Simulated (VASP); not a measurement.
**AgCl: single point with PBE**

AgCl:

```
CELL_PARAMETERS angstrom
0.00000 2.99500 2.66222
2.99500 0.00000 2.66222
2.99500 2.99500 0.00000
ATOMIC_POSITIONS crystal
Ag 0.50000 0.50000 0.50000
Cl 0.00000 0.00000 0.00000
```

This cell differs from its parent crystal: strain +0.080 along x and y, -0.040 along z.

```
Program             : VASP 6.6.1
Task                : single point
Functional          : PBE
Potentials or basis : VASP PAW PBE potentials, release 64 (Ag, Cl)
Cutoff              : 520 eV
k mesh              : 8 × 8 × 8
Occupations         : gaussian, width 0.05 eV
Spin                : no spin polarisation
```

| Property | Result |
| --- | --- |
| Pressure | -1.9 GPa |
| Band gap on the k mesh | 0.78 eV (least direct gap 2.84 eV) |

Stress tensor (GPa, compression positive):
```
-1.98  0.00  0.00
 0.00 -1.98  0.00
 0.00  0.00 -1.72
```

Levels at points of the mesh, in eV from the valence-band top:
```csv
k point,band 6,band 7,band 8,band 9,band 10,band 11,band 12,band 13
"(0.00, 0.00, 0.00)",-2.31,-2.22,-2.06,-2.06,0.78,10.60,10.60,10.94
"(0.50, 0.00, 0.00)",-2.04,-1.74,-0.54,0.00,4.24,5.88,7.07,8.24
"(0.50, 0.50, 0.00)",-2.09,-2.01,-2.01,-1.93,2.33,7.51,8.80,10.15
"(0.50, 0.00, 0.50)",-2.22,-2.01,-1.98,-1.94,2.34,7.64,8.22,10.24
```

Run time: 54 s on 1 thread of Intel Xeon 8259CL (shared host), peak memory 0.2 GiB.

Caveat: the cell differs from its parent crystal (strain +0.080 along x and y, -0.040 along z); semilocal functionals underestimate gaps, and a narrow one can read as zero. A k mesh can miss the band edges.
